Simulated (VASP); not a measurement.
# SiO2 (I-42d) in VASP: further runs

Runs on SiO2. Level: PBE. Tasks: relaxation of cell and atoms, single point.

All numbers are computed with VASP 6.6.1; they aren't measurements. Logs are shortened: lines on timing, memory, paths and dates and some standing lists are left out, and cuts for length are marked.

### Step 1. The cell of the first run

The structure is tetragonal, space group I-42d (No. 122). Conventional cell: a = 4.955 Å, b = 4.955 Å, c = 7.311 Å, α = 90.00°, β = 90.00°, γ = 90.00°. Within 2.1 Å of Si (site symmetry -4) lie 4 O at 1.61 Å. Within 2.1 Å of O (site symmetry 2) lie 2 Si at 1.61 Å.

### Step 2. Relaxation of cell and atoms, PBE

INCAR

```
  PREC = Accurate
  ENCUT = 600
  EDIFF = 1E-7
  ISMEAR = 0
  SIGMA = 0.02
  LREAL = F
  LASPH = T
  NELM = 60
  ALGO = Normal
  ISIF = 3
  LWAVE = F
  LCHARG = F
  GGA = PE
  IBRION = 2
  NSW = 100
  EDIFFG = -0.005
```

KPOINTS

```
Automatic mesh
0
Gamma
  6 6 6
```

POSCAR

```
SiO2
1.0
   -2.4772904627      2.4772904627      3.6556712422
    2.4772904627     -2.4772904627      3.6556712422
    2.4772904627      2.4772904627     -3.6556712422
Si O
2 4
Direct
    0.0000000000      0.0000000000      0.0000000000
    0.7500000000      0.2500000000      0.5000000000
    0.3750000000      0.2217861300      0.3467861300
    0.9717861300      0.6250000000      0.8467861300
    0.7782138700      0.1250000000      0.1532138700
    0.8750000000      0.0282138700      0.6532138700
```

Potentials or basis: VASP PAW PBE potentials, release 64 (Si, O).

The run is started by

```bash
$ cat potpaw_PBE.64/Si/POTCAR potpaw_PBE.64/O/POTCAR > POTCAR
$ mpirun -np 1 vasp_std > vasp.out
```

OUTCAR:

```text
PREC = Accurate
   ENCUT = 600
   EDIFF = 1E-7
   ISMEAR = 0
   LREAL = F
   LASPH = T
   NELM = 60
   ISIF = 3
   GGA = PE
   IBRION = 2
   NSW = 100
   EDIFFG = -0.005

 ion  position               nearest neighbor table
   1  0.000  0.000  0.000-   3 1.61   4 1.61   6 1.61   5 1.61   2 3.08   2 3.08   2 3.08   2 3.08

   2  0.750  0.250  0.500-   3 1.61   4 1.61   5 1.61   6 1.61   1 3.08   1 3.08   1 3.08   1 3.08

   3  0.375  0.222  0.347-   1 1.61   2 1.61
   4  0.972  0.625  0.847-   1 1.61   2 1.61
   5  0.778  0.125  0.153-   2 1.61   1 1.61
   6  0.875  0.028  0.653-   1 1.61   2 1.61

  LATTYP: Found a body centered tetragonal cell.
 ALAT       =     4.9545809254
 C/A-ratio  =     1.4756732395

  Lattice vectors:

 A1 = (  -2.4772904627,   2.4772904627,   3.6556712422)
 A2 = (   2.4772904627,  -2.4772904627,   3.6556712422)
 A3 = (   2.4772904627,   2.4772904627,  -3.6556712422)

Analysis of symmetry for initial positions (statically):
=====================================================================
 Subroutine PRICEL returns:
 Original cell was already a primitive cell.

 Routine SETGRP: Setting up the symmetry group for a
 body centered tetragonal supercell.

 Subroutine GETGRP returns: Found  8 space group operations
 (whereof  4 operations were pure point group operations)
 out of a pool of 16 trial point group operations.

The static configuration has the point symmetry S_4 .
 The point group associated with its full space group is D_2d.

Analysis of symmetry for dynamics (positions and initial velocities):
=====================================================================
 Subroutine PRICEL returns:
 Original cell was already a primitive cell.

 Routine SETGRP: Setting up the symmetry group for a
 body centered tetragonal supercell.

 Subroutine GETGRP returns: Found  8 space group operations
 (whereof  4 operations were pure point group operations)
 out of a pool of 16 trial point group operations.

The dynamic configuration has the point symmetry S_4 .
 The point group associated with its full space group is D_2d.

 Subroutine INISYM returns: Found  8 space group operations
 (whereof  4 operations are pure point group operations),
 and found     1 'primitive' translations

----------------------------------------------------------------------------------------

                                     Primitive cell

  volume of cell :      89.7390

  direct lattice vectors                    reciprocal lattice vectors
    -2.477290463  2.477290463  3.655671242     0.000000000  0.201833417  0.136773787
     2.477290463 -2.477290463  3.655671242     0.201833417  0.000000000  0.136773787
     2.477290463  2.477290463 -3.655671242     0.201833417  0.201833417  0.000000000

  length of vectors
     5.063385064  5.063385064  5.063385064     0.243810987  0.243810987  0.285435556

  position of ions in fractional coordinates (direct lattice)
     0.000000000  0.000000000  0.000000000
     0.750000000  0.250000000  0.500000000
     0.375000000  0.221786130  0.346786130
     0.971786130  0.625000000  0.846786130
     0.778213870  0.125000000  0.153213870
     0.875000000  0.028213870  0.653213870

  ion indices of the primitive-cell ions
   primitive index   ion index
                 1           1
                 2           2
                 3           3
                 4           4
                 5           5
                 6           6

----------------------------------------------------------------------------------------

 KPOINTS: Automatic mesh

Automatic generation of k-mesh.
 Grid dimensions read from file:
 generate k-points for:    6    6    6

 Generating k-lattice:

  Cartesian coordinates                     Fractional coordinates (reciprocal lattice)
     0.000000000  0.033638903  0.022795631     0.166666667  0.000000000  0.000000000
     0.033638903  0.000000000  0.022795631     0.000000000  0.166666667  0.000000000
     0.033638903  0.033638903  0.000000000     0.000000000  0.000000000  0.166666667

  Length of vectors
     0.040635164  0.040635164  0.047572593

  Shift w.r.t. Gamma in fractional coordinates (k-lattice)
     0.000000000  0.000000000  0.000000000

 Subroutine IBZKPT returns following result:
 ===========================================

 Found     30 irreducible k-points:

 Following reciprocal coordinates:
            Coordinates               Weight
  0.000000  0.000000  0.000000      1.000000
  0.166667  0.000000 -0.000000      8.000000
  0.333333  0.000000 -0.000000      8.000000
  0.500000  0.000000 -0.000000      4.000000
  0.166667  0.166667 -0.000000      8.000000
  0.333333  0.166667 -0.000000     16.000000
[... 16 lines left out ...]
 -0.333333 -0.333333  0.166667      8.000000
 -0.166667 -0.333333  0.166667      8.000000
 [... further k-points ...]
   k-points           NKPTS =     30   k-points in BZ     NKDIM =     30   number of bands    NBANDS=     20
   number of dos      NEDOS =    301   number of ions     NIONS =      6
   total plane-waves  NPLWV =  64000
   dimension x,y,z NGX =    40 NGY =   40 NGZ =   40
   dimension x,y,z NGXF=    80 NGYF=   80 NGZF=   80
   ions per type =               2   4
   NGX,Y,Z   is equivalent  to a cutoff of  13.13, 13.13, 13.13 a.u.
   NGXF,Y,Z  is equivalent  to a cutoff of  26.27, 26.27, 26.27 a.u.
 SYSTEM =  unknown system
   PREC   = accura    normal or accurate (medium, high low for compatibility)
   ISTART =      0    job   : 0-new  1-cont  2-samecut
   ICHARG =      2    charge: 1-file 2-atom 10-const
   ISPIN  =      1    spin polarized calculation?
   LNONCOLLINEAR =      F non collinear calculations
   LSORBIT =      F    spin-orbit coupling
   LASPH  =      T    aspherical Exc in radial PAW
   ENCUT  =  600.0 eV  44.10 Ry    6.64 a.u.  10.11 10.11 10.11*2*pi/ulx,y,z
   NELM   =     60;   NELMIN=  2; NELMDL= -5     # of ELM steps
   EDIFF  = 0.1E-06   stopping-criterion for ELM
   LREAL  =      F    real-space projection
   EDIFFG = -.5E-02   stopping-criterion for IOM
   NSW    =    100    number of steps for IOM
   IBRION =      2    ionic relax: 0-MD 1-quasi-New 2-CG
   NFREE  =      1    steps in history (QN), initial steepest desc. (CG)
   ISIF   =      3    stress and relaxation
   ISYM   =      2    0-nonsym 1-usesym 2-fastsym
   POTIM  = 0.5000    time-step for ionic-motion
   TEBEG  =    0.0;   TEEND  =   0.0 temperature during run
   PSTRESS=    0.0 pullay stress
   NELECT =      32.0000    total number of electrons
   NUPDOWN=      -1.0000    fix difference up-down
   EMIN   =  10.00;   EMAX   =-10.00  energy-range for DOS
   EFERMI =   0.00;   METHOD = LEGACY
   ISMEAR =     0;   SIGMA  =   0.02  broadening in eV -4-tet -1-fermi 0-gaus
   EFERMI_NEDOS =   21; number of points for ismear=-14 and -15
   IALGO  =     38    algorithm
   IMIX   =      4    mixing-type and parameters
     AMIX     =   0.40;   BMIX     =  1.00
     AMIX_MAG =   1.60;   BMIX_MAG =  1.00
  volume/ion in A,a.u.               =      14.96       100.93
  Fermi-wavevector in a.u.,A,eV,Ry     =   1.160908  2.193798 18.336674  1.347708
  Thomas-Fermi vector in A             =   2.297486
   LORBIT       =      0    0 simple, 1 ext, 2 COOP (PROOUT), +10 PAW based schemes
   GGA     = PE    functional components
   LHFCALC =     F    Hartree Fock is set to
   AEXX    =    0.0000 exact exchange contribution
   IVDW    =     0    specifies the selected vdW correction
   LEPSILON=     F    determine dielectric tensor
   LRPA    =     F    only Hartree local field effects (RPA)
 conjugate gradient relaxation of ions
 non-spin polarized calculation
 Gauss-broadening in eV      SIGMA  =   0.02
  energy-cutoff  :      600.00
  volume of cell :       89.74
 maximum number of plane-waves:      3016
   NGX = 21   NGY = 21   NGZ = 21

--------------------------------------- Ionic step        1  -------------------------------------------

 number of electron      32.0000000 magnetization

 Free energy of the ion-electron system (eV)
  ---------------------------------------------------
  ext. energy  EPLUGINS =         0.00000000
  ---------------------------------------------------
  free energy    TOTEN  =       -47.46701102 eV

  energy without entropy =      -47.46701102  energy(sigma->0) =      -47.46701102

------------------------ aborting loop because EDIFF is reached ----------------------------------------

  FORCE on cell =-STRESS in cart. coord.  units (eV):
  Direction    XX          YY          ZZ          XY          YZ          ZX
  --------------------------------------------------------------------------------------
  -------------------------------------------------------------------------------------
  Total        2.4413492      2.4413492      2.3945278      0.0000000      0.0000000      0.0000000
  in kB       43.5872533     43.5872533     42.7513152      0.0000000      0.0000000      0.0000000
  external PRESSURE =      43.3086073 kB  Pullay stress =       0.0000000 kB
[... 101 lines left out ...]
  FREE ENERGIE OF THE ION-ELECTRON SYSTEM (eV)
  ---------------------------------------------------
  free  energy   TOTEN  =       -47.4985450093 eV

  energy  without entropy=      -47.4985450093  energy(sigma->0) =      -47.49854501

[... ionic steps 4 to 7 ...]

--------------------------------------- Ionic step        8  -------------------------------------------

 number of electron      31.9999996 magnetization

------------------------ aborting loop because EDIFF is reached ----------------------------------------
[... 75 lines left out ...]
--------------------------------------- Ionic step       10  -------------------------------------------

 number of electron      31.9999995 magnetization

 Free energy of the ion-electron system (eV)
  ---------------------------------------------------
  ext. energy  EPLUGINS =         0.00000000
  ---------------------------------------------------
  free energy    TOTEN  =       -47.50026845 eV

  energy without entropy =      -47.50026845  energy(sigma->0) =      -47.50026845

 E-fermi :  -0.5181     XC(G=0):  -8.0005

 val. band max:       -0.6438080570   @ k =   0.0000   0.0000   0.0000
 cond. band min:       5.0889207820   @ k =   0.0000   0.0000   0.0000
 fundamental gap:      5.7327288390
 Fermi energy:        -0.5181302345

 k-point     1 :       0.0000    0.0000    0.0000
  band No.  band energies     occupation
      1     -19.7509      2.00000
      2     -17.7493      2.00000
      3     -17.7493      2.00000
      4     -17.6970      2.00000
      5      -9.8879      2.00000
      6      -6.1374      2.00000
[... 541 lines left out ...]
     19       9.1215      0.00000
     20       9.5778      0.00000

 [... further k-points ...]

------------------------ aborting loop because EDIFF is reached ----------------------------------------

  FORCE on cell =-STRESS in cart. coord.  units (eV):
  Direction    XX          YY          ZZ          XY          YZ          ZX
  --------------------------------------------------------------------------------------
  -------------------------------------------------------------------------------------
  Total        0.0157608      0.0157608     -0.0115186      0.0000000      0.0000000      0.0000000
  in kB        0.2706920      0.2706920     -0.1978330      0.0000000      0.0000000      0.0000000
  external PRESSURE =       0.1145170 kB  Pullay stress =       0.0000000 kB
[... 21 lines left out ...]
  FREE ENERGIE OF THE ION-ELECTRON SYSTEM (eV)
  ---------------------------------------------------
  free  energy   TOTEN  =       -47.5002684541 eV

  energy  without entropy=      -47.5002684541  energy(sigma->0) =      -47.50026845

 reached required accuracy - stopping structural energy minimisation
```

Wall time 11 min (1 thread of Intel Xeon 8259CL, shared host); peak memory 0.27 GiB.

Results:

```yaml
Free_energy: -47.5003 eV
Relaxed_volume: 15.55 Å³/atom
Relaxed_cell: a = 5.125 Å, b = 5.125 Å, c = 5.125 Å, α = 121.25°, β = 121.25°, γ = 87.85°
Space_group_after_relaxing_to_0.1_Å: I-42d (No. 122)
Energy_gained_by_relaxing: 5.5 meV/atom
Ionic_steps: 10
Pressure_after_relaxing: 0.0 GPa
Band_gap_on_the_k_mesh: 5.73 eV
```

The path:
| step | energy change (eV) | largest force (eV/Å) | pressure (GPa) | volume (Å³) |
| --- | --- | --- | --- | --- |
| 1 | 0.0000 | 0.2643 | 4.33 | 89.74 |
| 2 | 0.0289 | 0.4028 | -5.30 | 95.09 |
| 3 | -0.0315 | 0.0269 | 0.00 | 91.93 |
| 4 | -0.0315 | 0.0216 | 0.08 | 91.89 |
| 5 | -0.0316 | 0.0206 | 0.08 | 91.93 |
| 6 | -0.0319 | 0.0177 | 0.08 | 92.07 |
| 7 | -0.0324 | 0.0121 | 0.05 | 92.35 |
| 8 | -0.0327 | 0.0026 | 0.00 | 92.91 |
| 9 | -0.0329 | 0.0016 | 0.00 | 93.01 |
| 10 | -0.0333 | 0.0005 | 0.01 | 93.29 |

Final structure:
```cif
data_structure
_symmetry_space_group_name_H-M 'P 1'
_symmetry_Int_Tables_number 1
_cell_length_a 5.1245
_cell_length_b 5.1245
_cell_length_c 5.1245
_cell_angle_alpha 121.252
_cell_angle_beta 121.252
_cell_angle_gamma 87.845
_cell_volume 93.29
loop_
_atom_site_label
_atom_site_type_symbol
_atom_site_fract_x
_atom_site_fract_y
_atom_site_fract_z
_atom_site_occupancy
Si1 Si 0.00000 0.00000 0.00000 1
Si2 Si 0.75000 0.25000 0.50000 1
O1 O 0.37500 0.21646 0.34146 1
O2 O 0.96646 0.62500 0.84146 1
O3 O 0.78354 0.12500 0.15854 1
O4 O 0.87500 0.03354 0.65854 1
```

Levels at points of the mesh, in eV from the valence-band top:
| k point | band 14 | band 15 | band 16 | band 17 | band 18 | band 19 |
| --- | --- | --- | --- | --- | --- | --- |
| (0.00, 0.00, 0.00) | -0.64 | 0.00 | 0.00 | 5.73 | 8.72 | 10.21 |
| (0.50, 0.00, 0.00) | -0.79 | -0.52 | -0.13 | 7.93 | 8.82 | 9.57 |
| (0.50, 0.50, 0.00) | -0.98 | -0.36 | -0.36 | 8.90 | 8.90 | 10.02 |
| (0.50, 0.50, 0.50) | -1.43 | -0.34 | -0.34 | 8.72 | 8.72 | 10.20 |

A k mesh can miss the band edges.

### Step 3. Single point, PBE

This run uses another cell than the first one: it holds 24 atoms, not 6.

INCAR

```
SYSTEM = SiO2
ALGO = Normal
EDIFF = 1E-6
ENCUT = 520
GGA = PE
ISIF = 2
ISMEAR = 0
LASPH = .True.
LCHARG = .False.
LREAL = Auto
LWAVE = .False.
NBANDS = 82
NELM = 100
PREC = Accurate
SIGMA = 0.02
```

KPOINTS

```
Automatic mesh
0
Gamma
  2 2 2
  0.5 0.5 0.5
```

POSCAR

```
SiO2
1.0
    5.0262972877     -5.0262972877      0.0000000000
   -5.0262972877     -5.0262972877      0.0000000000
    0.0000000000      0.0000000000     -7.3717413094
Si O
8 16
Direct
    0.5000000000      0.5000000000      0.0000000000
    0.0000000000      0.5000000000      0.5000000000
    0.0000000000      1.0000000000      1.0000000000
    0.5000000000      1.0000000000      0.5000000000
    0.7500000000      0.2500000000      0.2500000000
    0.2500000000      0.2500000000      0.7500000000
    0.2500000000      0.7500000000      0.2500000000
    0.7500000000      0.7500000000      0.7500000000
    0.9212393059      0.3287606941      0.3750000000
    0.4212393059      0.3287606941      0.8750000000
    0.4212393059      0.8287606941      0.3750000000
    0.9212393059      0.8287606941      0.8750000000
    0.8287606941      0.0787606941      0.1250000000
    0.3287606941      0.0787606941      0.6250000000
    0.3287606941      0.5787606941      0.1250000000
    0.8287606941      0.5787606941      0.6250000000
    0.6712393059      0.4212393059      0.1250000000
    0.1712393059      0.4212393059      0.6250000000
    0.1712393059      0.9212393059      0.1250000000
    0.6712393059      0.9212393059      0.6250000000
    0.5787606941      0.1712393059      0.3750000000
    0.0787606941      0.1712393059      0.8750000000
    0.0787606941      0.6712393059      0.3750000000
    0.5787606941      0.6712393059      0.8750000000
```

Potentials or basis: VASP PAW PBE potentials, release 64 (Si, O).

The run is started by

```bash
$ cat potpaw_PBE.64/Si/POTCAR potpaw_PBE.64/O/POTCAR > POTCAR
$ mpirun -np 1 vasp_std > vasp.out
```

Wall time 1.9 min (1 thread of Intel Xeon 8259CL, shared host); peak memory 0.37 GiB.

It converged, with:

```yaml
Free_energy: -189.9800 eV
Pressure: 0.1 GPa
Largest_force: 0.006 eV/Å
```

Forces in eV/Å, atoms in the order of the input:
```
Si   0.000  0.000  0.000
Si   0.000  0.000  0.000
Si   0.000  0.000  0.000
Si   0.000  0.000  0.000
Si   0.000  0.000  0.000
Si   0.000  0.000  0.000
Si   0.000  0.000  0.000
Si   0.000  0.000  0.000
O   -0.006  0.000  0.000
O   -0.006  0.000  0.000
O   -0.006  0.000  0.000
O   -0.006  0.000  0.000
O    0.000 -0.006  0.000
O    0.000 -0.006  0.000
O    0.000 -0.006  0.000
O    0.000 -0.006  0.000
O    0.000  0.006  0.000
O    0.000  0.006  0.000
O    0.000  0.006  0.000
O    0.000  0.006  0.000
O    0.006  0.000  0.000
O    0.006  0.000  0.000
O    0.006  0.000  0.000
O    0.006  0.000  0.000
```

Levels at points of the mesh, in eV from the Fermi level:
| k point | band 62 | band 63 | band 64 | band 65 | band 66 | band 67 |
| --- | --- | --- | --- | --- | --- | --- |
| (0.25, 0.25, 0.25) | -0.30 | -0.28 | -0.17 | 6.51 | 8.09 | 8.14 |
